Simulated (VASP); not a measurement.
**Mg2FeH6: single point with LDA**

Crystal: Mg2FeH6.

```
Mg Fe H
1.0
     0.00000    3.07536    3.07536
     3.07536    0.00000    3.07536
     3.07536    3.07536    0.00000
Mg Fe H
2 1 6
Direct
  0.25000 0.25000 0.25000
  0.75000 0.75000 0.75000
  0.00000 0.00000 0.00000
  0.75114 0.24886 0.24886
  0.24886 0.75114 0.24886
  0.24886 0.75114 0.75114
  0.75114 0.24886 0.75114
  0.24886 0.24886 0.75114
  0.75114 0.75114 0.24886
```

This cell differs from its parent crystal: volume scaled by 0.94, then relaxed in part.

* Program: VASP 6.6.1
* Task: single point
* Functional: LDA
* Potentials or basis: VASP PAW LDA potentials, release 64 (Mg, Fe, H)
* Cutoff: 520 eV
* k mesh: 8 × 8 × 8
* Occupations: gaussian, width 0.02 eV
* Spin: no spin polarisation

| Property | Result |
| --- | --- |
| Pressure | 5.7 GPa |
| Largest force | 0.043 eV/Å |
| Band gap on the k mesh | 1.81 eV, direct |

Forces in eV/Å, atoms in the order of the input:
```
Mg   0.000  0.000  0.000
Mg   0.000  0.000  0.000
Fe   0.000  0.000  0.000
H    0.043  0.000  0.000
H    0.000  0.043  0.000
H   -0.043  0.000  0.000
H    0.000 -0.043  0.000
H    0.000  0.000  0.043
H    0.000  0.000 -0.043
```

Levels at points of the mesh, in eV from the valence-band top:
```csv
k point,band 5,band 6,band 7,band 8,band 9,band 10,band 11,band 12,band 13,band 14
"(0.00, 0.00, 0.00)",-2.12,-2.12,-0.86,-0.86,-0.86,5.72,5.72,5.72,5.74,5.74
"(0.50, 0.00, 0.00)",-1.65,-1.65,-0.50,-0.32,-0.32,3.63,3.63,4.09,5.82,7.86
"(0.50, 0.50, 0.00)",-3.68,-2.90,-1.56,0.00,0.00,1.81,4.23,6.90,8.98,9.61
```

It took 11 s on 1 thread of Intel(R) Xeon(R) 6975P-C (Granite Rapids) (shared host), peak memory 0.17 GiB.

 Spin polarisation is off, so any magnetic state and its effect on volume and gap are missing.
